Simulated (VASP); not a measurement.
# Cu (P6/mmm) in VASP: further runs

The runs below take Cu through single point, relaxation of cell and atoms, with PBE.

Program: VASP 6.6.1. These are calculated values, not measurements. Logs are shortened: lines on timing, memory, paths and dates and some standing lists are left out, and cuts for length are marked.

## Step 1: The cell of the first run

Symmetry: P6/mmm, No. 191, hexagonal system. Conventional cell: a = 2.197 Å, b = 2.197 Å, c = 2.110 Å, α = 90.00°, β = 90.00°, γ = 120.00°. Cu (site symmetry 6/mmm) has 8 Cu at 2.11 to 2.20 Å within 2.8 Å.

## Step 2: Single point, PBE

Contents of INCAR:

```
SYSTEM = Cu
PREC = Accurate
ENCUT = 520
EDIFF = 1E-7
ISMEAR = -1
SIGMA = 0.05
LREAL = .FALSE.
LASPH = .TRUE.
NELM = 100
ALGO = Normal
ISIF = 2
LWAVE = .FALSE.
LCHARG = .TRUE.
GGA = PE
LELF = .TRUE.
LVHAR = .TRUE.
NBANDS = 12
```

Contents of KPOINTS:

```
Automatic mesh
0
G
  20 20 18
  0 0 0
```

Contents of POSCAR:

```
Cu
1.0
    2.1973715606      0.0000000000      0.0000000000
   -1.0986857803      1.9029795930      0.0000000000
    0.0000000000      0.0000000000      2.1097535996
Cu
1
Direct
    0.0000000000      0.0000000000      0.0000000000
```

Potentials or basis: VASP PAW PBE potentials, release 64 (Cu).

Started as:

```bash
$ cat potpaw_PBE.64/Cu/POTCAR > POTCAR
$ mpirun -np 1 vasp_std > vasp.out
```

OUTCAR:

```text
SYSTEM = Cu
   PREC = Accurate
   ENCUT = 520
   EDIFF = 1E-7
   ISMEAR = -1
   LREAL = .FALSE.
   LASPH = .TRUE.
   NELM = 100
   ISIF = 2
   GGA = PE

 ion  position               nearest neighbor table
   1  0.000  0.000  0.000-

  LATTYP: Found a hexagonal cell.
 ALAT       =     2.1973715606
 C/A-ratio  =     0.9601260148

  Lattice vectors:

 A1 = (   2.1973715606,   0.0000000000,   0.0000000000)
 A2 = (  -1.0986857803,   1.9029795930,   0.0000000000)
 A3 = (   0.0000000000,   0.0000000000,   2.1097535996)

Analysis of symmetry for initial positions (statically):
=====================================================================
 Subroutine PRICEL returns:
 Original cell was already a primitive cell.

 Routine SETGRP: Setting up the symmetry group for a
 hexagonal supercell.

 Subroutine GETGRP returns: Found 24 space group operations
 (whereof 24 operations were pure point group operations)
 out of a pool of 24 trial point group operations.

The static configuration has the point symmetry D_6h.

Analysis of symmetry for dynamics (positions and initial velocities):
=====================================================================
 Subroutine PRICEL returns:
 Original cell was already a primitive cell.

 Routine SETGRP: Setting up the symmetry group for a
 hexagonal supercell.

 Subroutine GETGRP returns: Found 24 space group operations
 (whereof 24 operations were pure point group operations)
 out of a pool of 24 trial point group operations.

The dynamic configuration has the point symmetry D_6h.

 Subroutine INISYM returns: Found 24 space group operations
 (whereof 24 operations are pure point group operations),
 and found     1 'primitive' translations

----------------------------------------------------------------------------------------

                                     Primitive cell

  volume of cell :       8.8220

  direct lattice vectors                    reciprocal lattice vectors
     2.197371561  0.000000000  0.000000000     0.455089170  0.262745855  0.000000000
    -1.098685780  1.902979593  0.000000000     0.000000000  0.525491710  0.000000000
     0.000000000  0.000000000  2.109753600     0.000000000  0.000000000  0.473989001

  length of vectors
     2.197371561  2.197371561  2.109753600     0.525491710  0.525491710  0.473989001

  position of ions in fractional coordinates (direct lattice)
     0.000000000  0.000000000  0.000000000

  ion indices of the primitive-cell ions
   primitive index   ion index
                 1           1

----------------------------------------------------------------------------------------

 KPOINTS: Automatic mesh

Automatic generation of k-mesh.
 Grid dimensions read from file:
 generate k-points for:   20   20   18

 Generating k-lattice:

  Cartesian coordinates                     Fractional coordinates (reciprocal lattice)
     0.022754459  0.013137293  0.000000000     0.050000000  0.000000000  0.000000000
     0.000000000  0.026274585  0.000000000     0.000000000  0.050000000  0.000000000
     0.000000000  0.000000000  0.026332722     0.000000000  0.000000000  0.055555556

  Length of vectors
     0.026274585  0.026274585  0.026332722

  Shift w.r.t. Gamma in fractional coordinates (k-lattice)
     0.000000000  0.000000000  0.000000000

 Subroutine IBZKPT returns following result:
 ===========================================

 Found    440 irreducible k-points:

 Following reciprocal coordinates:
            Coordinates               Weight
  0.000000  0.000000  0.000000      1.000000
  0.050000  0.000000  0.000000      6.000000
  0.100000 -0.000000  0.000000      6.000000
  0.150000 -0.000000  0.000000      6.000000
  0.200000 -0.000000  0.000000      6.000000
  0.250000 -0.000000  0.000000      6.000000
[... 16 lines left out ...]
  0.200000  0.100000  0.000000     12.000000
  0.250000  0.100000  0.000000     12.000000
 [... further k-points ...]
   k-points           NKPTS =    440   k-points in BZ     NKDIM =    440   number of bands    NBANDS=     12
   number of dos      NEDOS =    301   number of ions     NIONS =      1
   total plane-waves  NPLWV =   4096
   dimension x,y,z NGX =    16 NGY =   16 NGZ =   16
   dimension x,y,z NGXF=    32 NGYF=   32 NGZF=   32
   ions per type =               1
   NGX,Y,Z   is equivalent  to a cutoff of  12.11, 12.11, 12.61 a.u.
   NGXF,Y,Z  is equivalent  to a cutoff of  24.21, 24.21, 25.22 a.u.
 SYSTEM =  Cu
   PREC   = accura    normal or accurate (medium, high low for compatibility)
   ISTART =      0    job   : 0-new  1-cont  2-samecut
   ICHARG =      2    charge: 1-file 2-atom 10-const
   ISPIN  =      1    spin polarized calculation?
   LNONCOLLINEAR =      F non collinear calculations
   LSORBIT =      F    spin-orbit coupling
   LASPH  =      T    aspherical Exc in radial PAW
   ENCUT  =  520.0 eV  38.22 Ry    6.18 a.u.   4.09  4.09  3.92*2*pi/ulx,y,z
   NELM   =    100;   NELMIN=  2; NELMDL= -5     # of ELM steps
   EDIFF  = 0.1E-06   stopping-criterion for ELM
   LREAL  =      F    real-space projection
   EDIFFG = 0.1E-05   stopping-criterion for IOM
   NSW    =      0    number of steps for IOM
   IBRION =     -1    ionic relax: 0-MD 1-quasi-New 2-CG
   NFREE  =      0    steps in history (QN), initial steepest desc. (CG)
   ISIF   =      2    stress and relaxation
   ISYM   =      2    0-nonsym 1-usesym 2-fastsym
   POTIM  = 0.5000    time-step for ionic-motion
   TEBEG  =    0.0;   TEEND  =   0.0 temperature during run
   PSTRESS=    0.0 pullay stress
   NELECT =      11.0000    total number of electrons
   NUPDOWN=      -1.0000    fix difference up-down
   EMIN   =  10.00;   EMAX   =-10.00  energy-range for DOS
   EFERMI =   0.00;   METHOD = LEGACY
   ISMEAR =    -1;   SIGMA  =   0.05  broadening in eV -4-tet -1-fermi 0-gaus
   EFERMI_NEDOS =   21; number of points for ismear=-14 and -15
   IALGO  =     38    algorithm
   IMIX   =      4    mixing-type and parameters
     AMIX     =   0.40;   BMIX     =  1.00
     AMIX_MAG =   1.60;   BMIX_MAG =  1.00
  volume/ion in A,a.u.               =       8.82        59.53
  Fermi-wavevector in a.u.,A,eV,Ry     =   1.762041  3.329774 42.243198  3.104787
  Thomas-Fermi vector in A             =   2.830492
   LORBIT       =      0    0 simple, 1 ext, 2 COOP (PROOUT), +10 PAW based schemes
   GGA     = PE    functional components
   LHFCALC =     F    Hartree Fock is set to
   AEXX    =    0.0000 exact exchange contribution
   IVDW    =     0    specifies the selected vdW correction
   LEPSILON=     F    determine dielectric tensor
   LRPA    =     F    only Hartree local field effects (RPA)
 non-spin polarized calculation
  energy-cutoff  :      520.00
  volume of cell :        8.82
 maximum number of plane-waves:       250
   NGX =  9   NGY =  9   NGZ =  7

 number of electron      10.9999999 magnetization

 Free energy of the ion-electron system (eV)
  ---------------------------------------------------
  ext. energy  EPLUGINS =         0.00000000
  ---------------------------------------------------
  free energy    TOTEN  =        -2.38252279 eV

  energy without entropy =       -2.38126761  energy(sigma->0) =       -2.38189520

 E-fermi :  11.8488     XC(G=0): -14.4582

 val. band max:       11.8277033058   @ k =   0.1000   0.1000   0.5000
 cond. band min:      11.8776300025   @ k =   0.3500   0.1500   0.0000
 fundamental gap:      0.0499266967
 Fermi energy:        11.8487622848

 k-point     1 :       0.0000    0.0000    0.0000
  band No.  band energies     occupation
      1       0.1051      2.00000
      2       5.5439      2.00000
      3       7.6718      2.00000
      4       7.6718      2.00000
      5      10.0908      2.00000
      6      10.0908      2.00000
      7      33.2456      0.00000
      8      37.1908      0.00000
      9      39.1129      0.00000
     10      42.3098      0.00000
     11      42.3099      0.00000
     12      44.2488      0.00000

 k-point     2 :       0.0500    0.0000    0.0000
  band No.  band energies     occupation
      1       0.2181      2.00000
      2       5.5728      2.00000
      3       7.6234      2.00000
      4       7.7270      2.00000
      5      10.0496      2.00000
      6      10.0834      2.00000
      7      33.4037      0.00000
      8      36.6629      0.00000
      9      39.0585      0.00000
     10      40.9802      0.00000
     11      41.0347      0.00000
     12      45.6313      0.00000

 k-point     3 :       0.1000   -0.0000    0.0000
  band No.  band energies     occupation
      1       0.5528      2.00000
      2       5.6561      2.00000
      3       7.4887      2.00000
      4       7.8893      2.00000
      5       9.9318      2.00000
      6      10.0621      2.00000
      7      33.8711      0.00000
      8      34.9276      0.00000
      9      38.7710      0.00000
     10      39.2278      0.00000
     11      40.0582      0.00000
     12      47.7553      0.00000
[... 286 lines left out ...]
 k-point    23 :       0.2000    0.1000    0.0000
  band No.  band energies     occupation
      1       2.9558      2.00000
      2       6.1161      2.00000
      3       6.8217      2.00000
      4       9.1570      2.00000
      5       9.2707      2.00000
      6       9.8886      2.00000
      7      27.0257      0.00000
      8      30.7885      0.00000
      9      37.3106      0.00000
     10      39.7479      0.00000
     11      42.0907      0.00000
     12      50.1570      0.00000

 k-point    24 :       0.2500    0.1000    0.0000
  band No.  band energies     occupation
      1       3.8104      2.00000
      2       6.1070      2.00000
      3       6.9491      2.00000
      4       9.0746      2.00000
      5       9.6607      2.00000
      6       9.8301      2.00000
      7      24.3969      0.00000
      8      29.7384      0.00000
      9      38.7412      0.00000
     10      39.9660      0.00000
     11      41.7834      0.00000
     12      52.1417      0.00000

 [... further k-points ...]
[... 5 lines left out ...]
  --------------------------------------------------------------------------------------
  -------------------------------------------------------------------------------------
  Total        6.6604656      6.6604656      6.6222749      0.0000000      0.0000000      0.0000000
  in kB     1209.6112234   1209.6112234   1202.6753851      0.0000000      0.0000000      0.0000000
  external PRESSURE =    1207.2992773 kB  Pullay stress =       0.0000000 kB

 VOLUME and BASIS-vectors are now :
 -----------------------------------------------------------------------------
  energy-cutoff  :      520.00
  volume of cell :        8.82
      direct lattice vectors                 reciprocal lattice vectors
     2.197371561  0.000000000  0.000000000     0.455089170  0.262745855  0.000000000
    -1.098685780  1.902979593  0.000000000     0.000000000  0.525491710  0.000000000
     0.000000000  0.000000000  2.109753600     0.000000000  0.000000000  0.473989001

 POSITION                                       TOTAL-FORCE (eV/Angst)
 -----------------------------------------------------------------------------------
      0.00000      0.00000      0.00000        -0.000000      0.000000      0.000000
 -----------------------------------------------------------------------------------
    total drift:                                0.000000      0.000000      0.000000

  FREE ENERGIE OF THE ION-ELECTRON SYSTEM (eV)
  ---------------------------------------------------
  free  energy   TOTEN  =        -2.3825227860 eV

  energy  without entropy=       -2.3812676148  energy(sigma->0) =       -2.38189520
```

Run time: 30 s. Hardware: 1 thread of Intel Xeon 8259CL, shared host; peak memory 0.15 GiB.

What came out:

| Item | Value |
| --- | --- |
| Free energy | -2.3825 eV |
| Pressure | 120.7 GPa |

## Step 3: Single point, PBE

Contents of INCAR:

```
PREC = Accurate
ENCUT = 520
EDIFF = 1E-7
ISMEAR = -1
SIGMA = 0.05
LREAL = False
LASPH = True
NELM = 100
ALGO = Normal
ISIF = 2
LWAVE = False
LCHARG = True
GGA = PE
LELF = True
LVHAR = True
NBANDS = 12
```

Contents of KPOINTS:

```
Automatic mesh
0
Gamma
  20 20 18
```

Contents of POSCAR:

```
Cu
1.0
    2.1976189233      0.0000000000      0.0000000000
   -1.0988094616      1.9031938154      0.0000000000
    0.0000000000      0.0000000000      2.1102053667
Cu
1
Direct
    0.0000000000      0.0000000000      0.0000000000
```

Potentials or basis: VASP PAW PBE potentials, release 64 (Cu).

Started as:

```bash
$ cat potpaw_PBE.64/Cu/POTCAR > POTCAR
$ mpirun -np 1 vasp_std > vasp.out
```

Run time: 32 s. Hardware: 1 thread of Intel Xeon 8259CL, shared host; peak memory 0.15 GiB.

It converged, with:

| Property | Result |
| --- | --- |
| Free energy | -2.3854 eV |
| Pressure | 120.5 GPa |

Stress tensor (GPa, compression positive):
```
120.73   0.00   0.00
  0.00 120.73   0.00
  0.00   0.00 119.93
```

Levels at points of the mesh, in eV from the Fermi level:
| k point | band 3 | band 4 | band 5 | band 6 | band 7 | band 8 | band 9 | band 10 |
| --- | --- | --- | --- | --- | --- | --- | --- | --- |
| (0.00, 0.00, 0.00) | -4.17 | -4.17 | -1.76 | -1.76 | 21.39 | 25.34 | 27.25 | 30.46 |
| (0.50, 0.00, 0.00) | -3.24 | -2.05 | -1.99 | -1.56 | 5.49 | 18.81 | 25.49 | 28.93 |
| (0.00, 0.00, 0.50) | -3.82 | -3.53 | -3.04 | -3.04 | 3.47 | 30.99 | 34.40 | 34.40 |
| (0.50, 0.00, 0.50) | -3.67 | -1.45 | -0.96 | 5.91 | 6.59 | 13.31 | 15.65 | 25.70 |

## Step 4: Single point, PBE

This run uses another cell than the first one: it holds 3 atoms, not 1.

Contents of INCAR:

```
PREC = Accurate
ENCUT = 520
EDIFF = 1E-6
ISMEAR = -1
SIGMA = 0.05
LREAL = False
LASPH = True
NELM = 80
ALGO = Normal
ISIF = 2
LWAVE = False
LCHARG = False
GGA = PE
NBANDS = 24
```

Contents of KPOINTS:

```
regular mesh
0
Gamma
  10 10 14
```

Contents of POSCAR:

```
Cu
1.0
    3.6602378290      0.0000000000      0.0000000000
   -1.8301189145      3.1698589438      0.0000000000
    0.0000000000      0.0000000000      2.1927566635
Cu
3
Direct
    0.0000000000      0.0000000000      0.0000000000
    0.3333333333      0.6666666667      0.5000000000
    0.6666666667      0.3333333333      0.5000000000
```

Started as:

```bash
$ cat potpaw_PBE.64/Cu/POTCAR > POTCAR
$ mpirun -np 1 vasp_std > vasp.out
```

It took 99 s on 1 thread of Intel Xeon 8259CL, shared host; peak memory 0.17 GiB.

It converged, with:

| Item | Value |
| --- | --- |
| Free energy | -8.0009 eV |
| Pressure | 120.7 GPa |

Stress tensor (GPa, compression positive):
```
120.79   0.00   0.00
  0.00 120.79   0.00
  0.00   0.00 120.66
```

Levels at points of the mesh, in eV from the Fermi level:
```tsv
k point	band 12	band 13	band 14	band 15	band 16	band 17	band 18	band 19	band 20	band 21
(0.00, 0.00, 0.00)	-3.35	-3.29	-3.29	-1.96	-1.96	5.59	5.59	5.60	5.60	8.81
(0.50, 0.00, 0.00)	-2.60	-2.34	-2.31	-2.30	-2.16	-1.91	-1.75	6.24	16.39	16.51
(0.00, 0.00, 0.50)	-2.49	-2.20	-2.20	-1.46	-0.24	0.79	10.04	10.60	10.60	11.75
(0.50, 0.00, 0.50)	-2.60	-2.40	-2.00	-1.70	0.41	0.80	4.64	5.63	8.56	9.92
```

## Step 5: Single point, PBE

This run uses another cell than the first one: it holds 3 atoms, not 1.

Contents of INCAR:

```
SYSTEM = Cu
  PREC = Accurate
  ENCUT = 520
  EDIFF = 1E-6
  ISMEAR = -1
  SIGMA = 0.05
  LREAL = .False.
  LASPH = .True.
  NELM = 60
  ALGO = Normal
  ISIF = 2
  LWAVE = .False.
  LCHARG = .False.
  GGA = PE
  NBANDS = 24
```

Contents of KPOINTS:

```
regular mesh
0
Gamma
  10 10 14
  0 0 0
```

Contents of POSCAR:

```
Cu
1.0
    3.6604160834      0.0000000000      0.0000000000
   -1.8302080417      3.1700133167      0.0000000000
    0.0000000000      0.0000000000      2.1931318138
Cu
3
Direct
    0.0000000000      0.0000000000      0.0000000000
    0.3333333333      0.6666666667      0.5000000000
    0.6666666667      0.3333333333      0.5000000000
```

Started as:

```bash
$ cat potpaw_PBE.64/Cu/POTCAR > POTCAR
$ mpirun -np 1 vasp_std > vasp.out
```

It took 61 s on 1 thread of AMD EPYC 7R43 (Zen 3), shared host; peak memory 0.13 GiB.

Results (log left out):

| Item | Value |
| --- | --- |
| Free energy | -8.0061 eV |
| Pressure | 120.6 GPa |

Stress tensor (GPa, compression positive):
```
120.65   0.00   0.00
  0.00 120.65   0.00
  0.00   0.00 120.42
```

Levels at points of the mesh, in eV from the Fermi level:
```
           k point  band 12  band 13  band 14  band 15  band 16  band 17  band 18  band 19  band 20  band 21
(0.00, 0.00, 0.00)    -3.35    -3.29    -3.29    -1.96    -1.96     5.59     5.59     5.60     5.60     8.81
(0.50, 0.00, 0.00)    -2.60    -2.34    -2.31    -2.30    -2.15    -1.91    -1.75     6.24    16.39    16.51
(0.00, 0.00, 0.50)    -2.48    -2.20    -2.20    -1.46    -0.24     0.79    10.04    10.59    10.59    11.75
(0.50, 0.00, 0.50)    -2.60    -2.40    -2.00    -1.70     0.41     0.80     4.64     5.63     8.56     9.92
```

(Part 1 of 2 ends here.)
